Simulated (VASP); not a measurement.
# AlCu3 (Pm-3m) in VASP: further runs

AlCu3 is run at these levels: LDA; tasks: vibrations by perturbation theory.

Everything below comes from runs of VASP 6.6.1. Logs are shortened: lines on timing, memory, paths and dates and some standing lists are left out, and cuts for length are marked.

## Step 1: The cell of the first run

Symmetry: Pm-3m, No. 221, cubic system. The conventional cell has a = 3.590 Å, b = 3.590 Å, c = 3.590 Å, α = 90.00°, β = 90.00°, γ = 90.00°. Al (site symmetry m-3m) has 12 Cu at 2.54 Å within 3.3 Å. Cu (site symmetry 4/mmm) has 4 Al at 2.54 Å and 8 Cu at 2.54 Å within 3.3 Å.

## Step 2: Vibrations by perturbation theory, LDA

INCAR

```
ALGO = Normal
EDIFF = 1E-8
ENCUT = 520
IBRION = 8
ISIF = 2
ISMEAR = -1
LASPH = True
LCHARG = False
LREAL = False
LWAVE = False
NELM = 80
NSW = 1
PREC = Accurate
SIGMA = 0.15
```

KPOINTS

```
k-points
0
Gamma
  12 12 12
```

POSCAR

```
AlCu3
1.0
    3.5895784883      0.0000000000      0.0000000000
    0.0000000000      3.5895784883      0.0000000000
    0.0000000000      0.0000000000      3.5895784883
Al Cu
1 3
Direct
    0.0000000000      0.0000000000      0.0000000000
    0.5000000000      0.5000000000      0.0000000000
    0.5000000000      0.0000000000      0.5000000000
    0.0000000000      0.5000000000      0.5000000000
```

Potentials or basis: VASP PAW LDA potentials, release 64 (Al, Cu).

On the command line:

```
$ cat potpaw_LDA.64/Al/POTCAR potpaw_LDA.64/Cu/POTCAR > POTCAR
$ mpirun -np 1 vasp_std > vasp.out
```

OUTCAR:

```text
EDIFF = 1E-8
   ENCUT = 520
   IBRION = 8
   ISIF = 2
   ISMEAR = -1
   LASPH = True
   LREAL = False
   NELM = 80
   NSW = 1
   PREC = Accurate

 ion  position               nearest neighbor table
   1  0.000  0.000  0.000-   2 2.54   3 2.54   4 2.54   3 2.54   4 2.54   2 2.54   4 2.54   4 2.54
                             2 2.54   3 2.54   3 2.54   2 2.54
   2  0.500  0.500  0.000-   1 2.54   3 2.54   4 2.54   3 2.54   4 2.54   1 2.54   3 2.54   3 2.54
                             1 2.54   4 2.54   4 2.54   1 2.54
   3  0.500  0.000  0.500-   1 2.54   2 2.54   4 2.54   1 2.54   2 2.54   2 2.54   4 2.54   2 2.54
                             1 2.54   4 2.54   1 2.54   4 2.54
   4  0.000  0.500  0.500-   1 2.54   2 2.54   3 2.54   1 2.54   2 2.54   1 2.54   3 2.54   1 2.54
                             2 2.54   3 2.54   2 2.54   3 2.54

  LATTYP: Found a simple cubic cell.
 ALAT       =     3.5895784883

  Lattice vectors:

 A1 = (   3.5895784883,   0.0000000000,   0.0000000000)
 A2 = (   0.0000000000,   3.5895784883,   0.0000000000)
 A3 = (   0.0000000000,   0.0000000000,   3.5895784883)

Analysis of symmetry for initial positions (statically):
=====================================================================
 Subroutine PRICEL returns:
 Original cell was already a primitive cell.

 Routine SETGRP: Setting up the symmetry group for a
 simple cubic supercell.

 Subroutine GETGRP returns: Found 48 space group operations
 (whereof 48 operations were pure point group operations)
 out of a pool of 48 trial point group operations.

The static configuration has the point symmetry O_h .

Analysis of symmetry for dynamics (positions and initial velocities):
=====================================================================
 Subroutine PRICEL returns:
 Original cell was already a primitive cell.

 Routine SETGRP: Setting up the symmetry group for a
 simple cubic supercell.

 Subroutine GETGRP returns: Found 48 space group operations
 (whereof 48 operations were pure point group operations)
 out of a pool of 48 trial point group operations.

The dynamic configuration has the point symmetry O_h .

 Subroutine INISYM returns: Found 48 space group operations
 (whereof 48 operations are pure point group operations),
 and found     1 'primitive' translations

----------------------------------------------------------------------------------------

                                     Primitive cell

  volume of cell :      46.2520

  direct lattice vectors                    reciprocal lattice vectors
     3.589578488  0.000000000  0.000000000     0.278584241  0.000000000  0.000000000
     0.000000000  3.589578488  0.000000000     0.000000000  0.278584241  0.000000000
     0.000000000  0.000000000  3.589578488     0.000000000  0.000000000  0.278584241

  length of vectors
     3.589578488  3.589578488  3.589578488     0.278584241  0.278584241  0.278584241

  position of ions in fractional coordinates (direct lattice)
     0.000000000  0.000000000  0.000000000
     0.500000000  0.500000000  0.000000000
     0.500000000  0.000000000  0.500000000
     0.000000000  0.500000000  0.500000000

  ion indices of the primitive-cell ions
   primitive index   ion index
                 1           1
                 2           2
                 3           3
                 4           4

----------------------------------------------------------------------------------------

 KPOINTS: k-points

Automatic generation of k-mesh.
 Grid dimensions read from file:
 generate k-points for:   12   12   12

 Generating k-lattice:

  Cartesian coordinates                     Fractional coordinates (reciprocal lattice)
     0.023215353  0.000000000  0.000000000     0.083333333  0.000000000  0.000000000
     0.000000000  0.023215353  0.000000000     0.000000000  0.083333333  0.000000000
     0.000000000  0.000000000  0.023215353     0.000000000  0.000000000  0.083333333

  Length of vectors
     0.023215353  0.023215353  0.023215353

[... 72 lines left out ...]
     AMIX     =   0.40;   BMIX     =  1.00
     AMIX_MAG =   1.60;   BMIX_MAG =  1.00
  volume/ion in A,a.u.               =      11.56        78.03
  Fermi-wavevector in a.u.,A,eV,Ry     =   1.505910  2.845756 30.854795  2.267763
  Thomas-Fermi vector in A             =   2.616696
   LORBIT       =      0    0 simple, 1 ext, 2 COOP (PROOUT), +10 PAW based schemes
   GGA     = CA    functional components
   LHFCALC =     F    Hartree Fock is set to
   AEXX    =    0.0000 exact exchange contribution
   IVDW    =     0    specifies the selected vdW correction
   LEPSILON=     F    determine dielectric tensor
   LRPA    =     F    only Hartree local field effects (RPA)
 non-spin polarized calculation
  energy-cutoff  :      520.00
  volume of cell :       46.25
 maximum number of plane-waves:      1266
 NGX is ok and might be reduce to    28
   NGX = 13   NGY = 13   NGZ = 13

--------------------------------------- Ionic step        1  -------------------------------------------

 number of electron      35.9999904 magnetization

 Free energy of the ion-electron system (eV)
  ---------------------------------------------------
  ext. energy  EPLUGINS =         0.00000000
  ---------------------------------------------------
  free energy    TOTEN  =       -19.14195136 eV

  energy without entropy =      -19.05890057  energy(sigma->0) =      -19.10042596

 E-fermi :   9.0281     XC(G=0): -12.8556

 val. band max:        8.9811266886   @ k =   0.2500   0.1667   0.1667
 cond. band min:       9.0570279001   @ k =   0.1667   0.0833   0.0833
 fundamental gap:      0.0759012115
 Fermi energy:         9.0281288228

 k-point     1 :       0.0000    0.0000    0.0000
  band No.  band energies     occupation
      1      -1.9560      2.00000
      2       3.3155      2.00000
      3       3.9117      2.00000
      4       3.9117      2.00000
      5       4.1755      2.00000
      6       4.1755      2.00000
[... 589 lines left out ...]
     21      15.3832      0.00000
     22      15.4194      0.00000

 [... further k-points ...]

------------------------ aborting loop because EDIFF is reached ----------------------------------------

  FORCE on cell =-STRESS in cart. coord.  units (eV):
  Direction    XX          YY          ZZ          XY          YZ          ZX
  --------------------------------------------------------------------------------------
  -------------------------------------------------------------------------------------
  Total        0.1936287      0.1936287      0.1936287      0.0000000      0.0000000      0.0000000
  in kB        6.7073359      6.7073359      6.7073359      0.0000000      0.0000000      0.0000000
  external PRESSURE =       6.7073359 kB  Pullay stress =       0.0000000 kB

 VOLUME and BASIS-vectors are now :
 -----------------------------------------------------------------------------
  energy-cutoff  :      520.00
  volume of cell :       46.25
      direct lattice vectors                 reciprocal lattice vectors
     3.589578488  0.000000000  0.000000000     0.278584241  0.000000000  0.000000000
     0.000000000  3.589578488  0.000000000     0.000000000  0.278584241  0.000000000
     0.000000000  0.000000000  3.589578488     0.000000000  0.000000000  0.278584241

 POSITION                                       TOTAL-FORCE (eV/Angst)
 -----------------------------------------------------------------------------------
      0.00000      0.00000      0.00000         0.000000      0.000000      0.000000
      1.79479      1.79479      0.00000         0.000000      0.000000      0.000000
      1.79479      0.00000      1.79479         0.000000      0.000000      0.000000
      0.00000      1.79479      1.79479         0.000000      0.000000      0.000000
 -----------------------------------------------------------------------------------
    total drift:                                0.000000      0.000000      0.000000

  FREE ENERGIE OF THE ION-ELECTRON SYSTEM (eV)
  ---------------------------------------------------
  free  energy   TOTEN  =       -19.1419513562 eV

  energy  without entropy=      -19.0589005680  energy(sigma->0) =      -19.10042596

[... ionic steps 2 to 3 ...]

--------------------------------------- Ionic step        4  -------------------------------------------

------------------------ aborting loop because EDIFF is reached ----------------------------------------
[... 7 lines left out ...]
[... ionic steps 8 to 8 ...]

--------------------------------------- Ionic step        9  -------------------------------------------

 Free energy of the ion-electron system (eV)
  ---------------------------------------------------
  ---------------------------------------------------
  free energy    TOTEN  =        -0.24319185 eV

  energy without entropy =       -0.24319185

------------------------ aborting loop because EDIFF is reached ----------------------------------------

 INTERNAL STRAIN TENSOR  FOR ION    2  DIRECTION 3   (eV/Angst):
 -----------------------------------------------------------------------------
     0.00806  0.00000  0.00000
     0.00000  0.00806 -0.00000
     0.00000 -0.00000 -0.00529

 INTERNAL STRAIN TENSOR FOR ION    4 for displacements in x,y,z  (eV/Angst):
          X           Y           Z          XY          YZ          ZX
  --------------------------------------------------------------------------------
  x     0.00000     0.00000     0.00000     0.00000     0.00000     0.00000
  y     0.00000     0.00000     0.00000     0.00000     0.00000     0.00000
  z     0.00000     0.00000     0.00000     0.00000     0.00000     0.00000

 SECOND DERIVATIVES (NOT SYMMETRIZED)
 ------------------------------------
               1X          1Y          1Z          2X          2Y          2Z          3X          3Y          3Z          4X          4Y          4Z
  1X    -7.753045   -0.000000   -0.000000    3.776941   -0.000000    0.000000    3.776941   -0.000000   -0.000000    0.199162   -0.000000    0.000000
  1Y    -0.000000   -7.753045   -0.000000   -0.000000    3.776941   -0.000000   -0.000000    0.199162   -0.000000    0.000000    3.776941   -0.000000
  1Z     0.000000   -0.000000   -7.753045    0.000000    0.000000    0.199162   -0.000000    0.000000    3.776941   -0.000000   -0.000000    3.776941
  2X     3.742284    0.000000    0.000000   -6.858761    0.000000    0.000000   -0.304808    0.000000    0.000000    3.421285    0.000000    0.000000
  2Y     0.000000    3.742284    0.000000    0.000000   -6.858761    0.000000    0.000000    3.421285    0.000000    0.000000   -0.304808    0.000000
  2Z    -0.000000    0.000000    0.167548    0.000000   -0.000000   -7.012061    0.000000    0.000000    3.422256   -0.000000    0.000000    3.422256
  3X     3.742284    0.000000    0.000000   -0.304808    0.000000    0.000000   -6.858761    0.000000    0.000000    3.421285    0.000000    0.000000
  3Y    -0.000000    0.167548    0.000000   -0.000000    3.422256   -0.000000   -0.000000   -7.012061   -0.000000   -0.000000    3.422256   -0.000000
  3Z     0.000000    0.000000    3.742284    0.000000    0.000000    3.421285    0.000000    0.000000   -6.858761    0.000000    0.000000   -0.304808
  4X     0.167548   -0.000000    0.000000    3.422256   -0.000000   -0.000000    3.422256   -0.000000   -0.000000   -7.012061    0.000000   -0.000000
  4Y     0.000000    3.742284    0.000000    0.000000   -0.304808    0.000000    0.000000    3.421285    0.000000    0.000000   -6.858761    0.000000
  4Z     0.000000    0.000000    3.742284    0.000000    0.000000    3.421285    0.000000    0.000000   -0.304808    0.000000    0.000000   -6.858761

 Eigenvectors and eigenvalues of the dynamical matrix
 ----------------------------------------------------

   1 f  =    9.374991 THz    58.904803 2PiTHz  312.716026 cm-1    38.771828 meV
             X         Y         Z           dx          dy          dz
      0.000000  0.000000  0.000000     0.000000    0.000000   -0.861595
      1.794789  1.794789  0.000000    -0.000000   -0.000000   -0.134242
      1.794789  0.000000  1.794789    -0.000000    0.000000    0.346145
      0.000000  1.794789  1.794789     0.000000   -0.000000    0.346145
[... 71 lines left out ...]
  12 f/i=    0.019973 THz     0.125492 2PiTHz    0.666215 cm-1     0.082600 meV
             X         Y         Z           dx          dy          dz
      0.000000  0.000000  0.000000    -0.000679    0.016900   -0.349507
      1.794789  1.794789  0.000000    -0.001049    0.026104   -0.540914
      1.794789  0.000000  1.794789    -0.001049    0.026155   -0.539871
      0.000000  1.794789  1.794789    -0.001051    0.026104   -0.539871

--------------------------------------------------------------------------------------------------------

 ELASTIC MODULI CONTR FROM IONIC RELAXATION (kBar)
 Direction    XX          YY          ZZ          XY          YZ          ZX
 --------------------------------------------------------------------------------
 XX           0.0000      0.0000      0.0000      0.0000      0.0000      0.0000
 YY           0.0000      0.0000      0.0000      0.0000      0.0000      0.0000
 ZZ           0.0000      0.0000      0.0000      0.0000      0.0000      0.0000
 XY           0.0000      0.0000      0.0000      0.0000      0.0000      0.0000
 YZ           0.0000      0.0000      0.0000      0.0000      0.0000      0.0000
 ZX           0.0000      0.0000      0.0000      0.0000      0.0000      0.0000
 --------------------------------------------------------------------------------
```

Wall time 8.8 min (1 thread of AMD EPYC 9R45 (Zen 5), shared host); peak memory 0.68 GiB.

What came out:

| Quantity | Value |
| --- | --- |
| Highest phonon frequency at Γ | 313 cm⁻¹ |

Phonon frequencies in cm⁻¹ (negative: imaginary):
| q point | frequencies |
| --- | --- |
| (0.000, 0.000, 0.000) | -1 -1 -1 167 167 167 203 203 203 313 313 313 |

## Step 3: Vibrations by perturbation theory, LDA (11.79 Å³/atom)

This run uses another cell than the first one, of 11.79 Å³/atom.

INCAR

```
ALGO     = Normal         # electronic algorithm
EDIFF    = 1E-8           # SCF threshold, eV
ENCUT    = 520            # plane-wave cutoff, eV
IBRION   = 8              # ionic algorithm
ISIF     = 2              # what is computed and relaxed
ISMEAR   = -1             # smearing method
LASPH    = True           # aspherical terms in the spheres
LCHARG   = False          # write CHGCAR
LREAL    = False          # projectors in reciprocal space
LWAVE    = False          # write WAVECAR
NELM     = 60             # most SCF steps
NSW      = 1              # ionic steps
PREC     = Accurate       # precision mode
SIGMA    = 0.15           # smearing width, eV
```

KPOINTS is that of step 2.

POSCAR

```
AlCu3
1.0
    3.6133512093      0.0000000000      0.0000000000
    0.0000000000      3.6133512093      0.0000000000
    0.0000000000      0.0000000000      3.6133512093
Al Cu
1 3
Direct
    0.0000000000      0.0000000000      0.0000000000
    0.5000000000      0.5000000000      0.0000000000
    0.5000000000      0.0000000000      0.5000000000
    0.0000000000      0.5000000000      0.5000000000
```

Potentials or basis: VASP PAW LDA potentials, release 64 (Al, Cu).

On the command line:

```
$ cat potpaw_LDA.64/Al/POTCAR potpaw_LDA.64/Cu/POTCAR > POTCAR
$ mpirun -np 1 vasp_std > vasp.out
```

OUTCAR:

```text
EDIFF = 1E-8
   ENCUT = 520
   IBRION = 8
   ISIF = 2
   ISMEAR = -1
   LASPH = True
   LREAL = False
   NELM = 60
   NSW = 1
   PREC = Accurate

 ion  position               nearest neighbor table
   1  0.000  0.000  0.000-   2 2.56   3 2.56   4 2.56   3 2.56   4 2.56   2 2.56   4 2.56   4 2.56
                             2 2.56   3 2.56   3 2.56   2 2.56
   2  0.500  0.500  0.000-   1 2.56   3 2.56   4 2.56   3 2.56   4 2.56   1 2.56   3 2.56   3 2.56
                             1 2.56   4 2.56   4 2.56   1 2.56
   3  0.500  0.000  0.500-   1 2.56   2 2.56   4 2.56   1 2.56   2 2.56   2 2.56   4 2.56   2 2.56
                             1 2.56   4 2.56   1 2.56   4 2.56
   4  0.000  0.500  0.500-   1 2.56   2 2.56   3 2.56   1 2.56   2 2.56   1 2.56   3 2.56   1 2.56
                             2 2.56   3 2.56   2 2.56   3 2.56

  LATTYP: Found a simple cubic cell.
[... 875 lines left out ...]
  2X     3.444067    0.000000    0.000000   -6.263248    0.000000    0.000000   -0.271171    0.000000    0.000000    3.090353    0.000000    0.000000
  2Y     0.000000    3.444067    0.000000    0.000000   -6.263248    0.000000    0.000000    3.090353    0.000000    0.000000   -0.271171    0.000000
  2Z     0.000000    0.000000    0.204273    0.000000    0.000000   -6.386707    0.000000    0.000000    3.091217    0.000000    0.000000    3.091217
  3X     3.444067    0.000000    0.000000   -0.271171    0.000000    0.000000   -6.263248    0.000000    0.000000    3.090353    0.000000    0.000000
  3Y     0.000000    0.204273   -0.000000    0.000000    3.091217    0.000000    0.000000   -6.386707   -0.000000    0.000000    3.091217   -0.000000
  3Z     0.000000    0.000000    3.444067    0.000000    0.000000    3.090353    0.000000    0.000000   -6.263248    0.000000    0.000000   -0.271171
  4X     0.204273    0.000000   -0.000000    3.091217    0.000000    0.000000    3.091217    0.000000   -0.000000   -6.386707    0.000000   -0.000000
  4Y     0.000000    3.444067    0.000000    0.000000   -0.271171    0.000000    0.000000    3.090353    0.000000    0.000000   -6.263248    0.000000
  4Z     0.000000    0.000000    3.444067    0.000000    0.000000    3.090353    0.000000    0.000000   -0.271171    0.000000    0.000000   -6.263248

 Eigenvectors and eigenvalues of the dynamical matrix
 ----------------------------------------------------

   1 f  =    9.004456 THz    56.576663 2PiTHz  300.356307 cm-1    37.239419 meV
             X         Y         Z           dx          dy          dz
      0.000000  0.000000  0.000000    -0.855980    0.131195   -0.000000
      1.806676  1.806676  0.000000     0.338573   -0.051892    0.000000
      1.806676  0.000000  1.806676     0.338573    0.018823   -0.000000
      0.000000  1.806676  1.806676    -0.122810   -0.051892    0.000000
[... 71 lines left out ...]
  12 f/i=    0.019613 THz     0.123235 2PiTHz    0.654233 cm-1     0.081115 meV
             X         Y         Z           dx          dy          dz
      0.000000  0.000000  0.000000     0.079212   -0.339476    0.029899
      1.806676  1.806676  0.000000     0.122369   -0.524436    0.046281
      1.806676  0.000000  1.806676     0.122369   -0.525482    0.046189
      0.000000  1.806676  1.806676     0.122613   -0.524436    0.046189

--------------------------------------------------------------------------------------------------------

 ELASTIC MODULI CONTR FROM IONIC RELAXATION (kBar)
 Direction    XX          YY          ZZ          XY          YZ          ZX
 --------------------------------------------------------------------------------
 XX           0.0000      0.0000      0.0000      0.0000      0.0000      0.0000
 YY           0.0000      0.0000      0.0000      0.0000      0.0000      0.0000
 ZZ           0.0000      0.0000      0.0000      0.0000      0.0000      0.0000
 XY           0.0000      0.0000      0.0000      0.0000      0.0000      0.0000
 YZ           0.0000      0.0000      0.0000      0.0000      0.0000      0.0000
 ZX           0.0000      0.0000      0.0000      0.0000      0.0000      0.0000
 --------------------------------------------------------------------------------
```

OSZICAR:

```text
N       E                     dE             d eps       ncg     rms          rms(c)
DAV:   1     0.248049480793E+03    0.24805E+03   -0.15952E+04  3800   0.262E+03
DAV:   2    -0.681037850296E+01   -0.25486E+03   -0.24856E+03  3696   0.397E+02
[... 61 lines left out ...]
RMM:   7    -0.243187284373E+00   -0.11114E-05   -0.19050E-06 10254   0.146E-02    0.616E-04
RMM:   8    -0.243185358935E+00    0.19254E-05   -0.45961E-07 13712   0.466E-03    0.325E-04
RMM:   9    -0.243184663073E+00    0.69586E-06   -0.21718E-08 13045   0.112E-03    0.177E-04
RMM:  10    -0.243182707647E+00    0.19554E-05   -0.85562E-09 13073   0.661E-04    0.175E-04
RMM:  11    -0.243181801334E+00    0.90631E-06   -0.92443E-11 11817   0.408E-04    0.197E-05
RMM:  12    -0.243181553874E+00    0.24746E-06   -0.45367E-09 13848   0.155E-04    0.136E-05
RMM:  13    -0.243181558547E+00   -0.46732E-08   -0.10458E-09 13736   0.748E-05    0.652E-06
 Linear response finished
```

Wall time 9.9 min (1 thread of AMD EPYC 9R45 (Zen 5), shared host); peak memory 0.7 GiB.

What came out:

- Highest phonon frequency at Γ: 300 cm⁻¹

Phonon frequencies in cm⁻¹ (negative: imaginary):
| q point | frequencies |
| --- | --- |
| (0.000, 0.000, 0.000) | -1 -1 -1 160 160 160 194 194 194 300 300 300 |

Caveat: the cell stands under pressure or tension, which shifts response properties.
